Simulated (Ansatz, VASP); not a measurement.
Br in VASP and in Ansatz

Contents of INCAR:

```
PREC = Accurate
ENCUT = 520
EDIFF = 1E-6
ISMEAR = 0
SIGMA = 0.02
LREAL = False
LASPH = True
NELM = 80
ALGO = Normal
ISIF = 2
LWAVE = False
LCHARG = True
GGA = PE
LELF = True
LVHAR = True
NBANDS = 22
```

KPOINTS

```
Automatic mesh
0
Gamma
  8 8 4
```

The input POSCAR:

```
Br
1.0
    3.5751533500     -2.3604448000      0.0000000000
    3.5751533500      2.3604448000      0.0000000000
    0.0000000000      0.0000000000      8.4836008000
Br
4
Direct
    0.1710677292      0.8289322708      0.1318765732
    0.6710677292      0.3289322708      0.3681234268
    0.8289322708      0.1710677292      0.8681234268
    0.3289322708      0.6710677292      0.6318765732
```

Input for Ansatz:

```yaml
crystal:
  lattice:
    - [3.57515335, -2.3604448, 0.0]
    - [3.57515335, 2.3604448, 0.0]
    - [0.0, 0.0, 8.4836008]
  atoms:
    - { symbol: Br, position: [0.1710677292, 0.8289322708, 0.1318765732] }
    - { symbol: Br, position: [0.6710677292, 0.3289322708, 0.3681234268] }
    - { symbol: Br, position: [0.8289322708, 0.1710677292, 0.8681234268] }
    - { symbol: Br, position: [0.3289322708, 0.6710677292, 0.6318765732] }
basis:
  ecutwfc: 420
kpoints:
  mp_grid: { grid: [8, 8, 4] }
hamiltonian:
  xc: pbe
scf:
  occupations: { method: gaussian, width: 0.02 }
output:
  forces: true
  stress: true
  eigenvalues: true
```

Alike in both runs: task single point; functional PBE; k mesh 8 × 8 × 4; occupations gaussian, width 0.02 eV; no spin polarisation.

|  | VASP | Ansatz |
| --- | --- | --- |
| version | VASP 6.6.1 | Ansatz 0.2.0 |
| potentials or method | VASP PAW PBE potentials, release 64 (Br), cutoff 520 eV | scalar-relativistic, plane waves, PAW |
| valence electrons in the cell | 28 | 28 |

|  | VASP | Ansatz | Ansatz less VASP |
| --- | --- | --- | --- |
| gap on the k mesh at the Fermi level (eV) | 0.60 | 0.59 | -0.002 |
| least direct gap on the mesh (eV) | 0.82 | 0.82 | -0.002 |
| pressure (GPa) | -3.5 | -3.5 | 0.00 |
| traceless stress, the component that is largest in VASP (GPa) | 4.40 | 4.41 | +0.003 |
| rms of the force components (eV/Å) | 0.630 | 0.630 | -0.0002 |

Atom by atom the forces differ by 0.000 eV/Å (rms over components).
